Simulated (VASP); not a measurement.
Wanted: the native input for a VASP 6.6.1 run.

```yaml
Task: single point
Functional: PBE
Potentials_or_basis: VASP PAW PBE potentials, release 64 (In_d, Sb)
Cutoff: 520 eV
k_mesh: 4 × 4 × 4
Occupations: gaussian, width 0.1 eV
Spin: no spin polarisation
Dipole_correction: no
Further_INCAR_settings: ALGO = Normal; EDIFF = 1e-06; NBANDS = 22
```

The structure of InSb3 lies in POSCAR:

```
InSb3
1.0
    0.0000000000      3.7945549500      3.7945549500
    3.7945549500      0.0000000000      3.7945549500
    3.7945549500      3.7945549500      0.0000000000
In Sb
1 3
Direct
    0.0000000000      0.0000000000      0.0000000000
    0.2500000000      0.2500000000      0.2500000000
    0.7500000000      0.7500000000      0.7500000000
    0.5000000000      0.5000000000      0.5000000000
```

These files were run (other wordings do the same):

INCAR

```
SYSTEM = InSb3
  PREC = Accurate
  ENCUT = 520
  EDIFF = 1E-6
  ISMEAR = 0
  SIGMA = 0.1
  LREAL = .FALSE.
  LASPH = .TRUE.
  NELM = 100
  ALGO = Normal
  ISIF = 2
  LWAVE = .FALSE.
  LCHARG = .FALSE.
  GGA = PE
  NBANDS = 22
```

KPOINTS

```
regular mesh
0
G
  4 4 4
  0 0 0
```

Potentials or basis: VASP PAW PBE potentials, release 64 (In_d, Sb).

Run with:

```sh
$ cat potpaw_PBE.64/In_d/POTCAR potpaw_PBE.64/Sb/POTCAR > POTCAR
$ mpirun -np 1 vasp_std > vasp.out
```

Results of the run:

```yaml
Pressure: -1.4 GPa
Band_gap_on_the_k_mesh: zero (band 14 reaches 9.13 eV, above the bottom of band 15 at 5.65 eV)
```

Caveat: spin-orbit coupling is left out, which moves the levels of the heavy elements.

Wall time 14 s on 1 thread of Intel(R) Xeon(R) 6975P-C (Granite Rapids) (shared host), peak memory 0.24 GiB.
